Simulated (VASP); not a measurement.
# AlGaN: single point with PBE

Crystal: AlGaN.

```xyz
3
Lattice="3.9482 0.0000 0.0000 0.0000 3.9482 0.0000 0.0000 0.0000 3.5199" Properties=species:S:1:pos:R:3 pbc="T T T"
Al    0.0000    0.0000    0.0000
Ga    1.9741    1.9741    0.0000
N     0.0000    0.0000    1.7600
```

The cell was built from a structure type or drawn by symmetry, and may not be a known phase.

- Program: VASP 6.6.1
- Task: single point
- Functional: PBE
- Potentials or basis: VASP PAW PBE potentials, release 64 (Al, Ga_d, N)
- Cutoff: 520 eV
- k mesh: 12 × 12 × 14
- Occupations: gaussian, width 0.1 eV
- Spin: no spin polarisation
- Dipole correction: no
- Further INCAR settings: ALGO = Normal; EDIFF = 1e-07; NBANDS = 18

```yaml
Pressure: 0.0 GPa
Band_gap_on_the_k_mesh: zero (an odd number of electrons rules out a gap without spin polarisation)
```

Levels at points of the mesh, in eV from the Fermi level:
| k point | band 7 | band 8 | band 9 | band 10 | band 11 | band 12 | band 13 | band 14 |
| --- | --- | --- | --- | --- | --- | --- | --- | --- |
| (0.00, 0.00, 0.00) | -6.71 | -4.06 | -2.56 | -2.56 | 3.25 | 3.25 | 3.49 | 3.96 |
| (0.50, 0.00, 0.00) | -7.13 | -3.91 | -2.39 | -1.95 | -0.67 | 2.29 | 4.85 | 5.82 |
| (0.50, 0.50, 0.00) | -5.38 | -4.42 | -4.42 | -3.84 | 1.77 | 1.90 | 1.90 | 6.01 |
| (0.00, 0.00, 0.50) | -8.19 | -3.00 | -1.44 | -1.44 | -0.25 | 1.35 | 1.35 | 5.49 |
| (0.50, 0.00, 0.50) | -6.78 | -5.42 | -3.10 | -1.33 | 0.39 | 2.16 | 3.30 | 4.30 |
| (0.50, 0.50, 0.50) | -6.06 | -4.03 | -2.22 | -2.22 | -1.74 | -1.74 | 0.54 | 4.79 |

It took 85 s on 1 thread of Intel(R) Xeon(R) 6975P-C (Granite Rapids), with other jobs on the host, peak memory 0.35 GiB.
